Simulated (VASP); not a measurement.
A run of VASP 6.6.1:

The input INCAR:

```
ALGO = Fast
EDIFF = 1E-7
ENCUT = 520
GGA = PS
ISIF = 2
ISMEAR = 0
LASPH = T
LCHARG = F
LREAL = F
LWAVE = F
NBANDS = 66
NELM = 80
PREC = Accurate
SIGMA = 0.15
```

The input KPOINTS:

```
k-points
0
Gamma
  8 8 8
```

The input POSCAR:

```
Ge
1.0
   -3.4176181512      3.4176181512      3.3655732048
    3.4176181512     -3.4176181512      3.3655732048
    3.4176181512      3.4176181512     -3.3655732048
Ge
8
Direct
    0.5000000000      0.0000000000      0.7958385091
    0.7958385091      0.5000000000      0.0000000000
    0.0000000000      0.7958385091      0.5000000000
    0.7041614909      0.7041614909      0.7041614909
    0.5000000000      0.0000000000      0.2041614909
    0.2041614909      0.5000000000      0.0000000000
    0.0000000000      0.2041614909      0.5000000000
    0.2958385091      0.2958385091      0.2958385091
```

Potentials or basis: VASP PAW PBE potentials, release 64 (Ge_d).

Run with:

```bash
$ cat potpaw_PBE.64/Ge_d/POTCAR > POTCAR
$ mpirun -np 1 vasp_std > vasp.out
```

Hardware: 1 thread of Oxide Virtual Turin-like Processor, on a shared host.

Question: Estimate the wall time of this run.

Answer: It took 33 min on 1 thread of Oxide Virtual Turin-like Processor, with other jobs on the host, peak memory 0.72 GiB. Counts: scf iterations 16, k points 95.
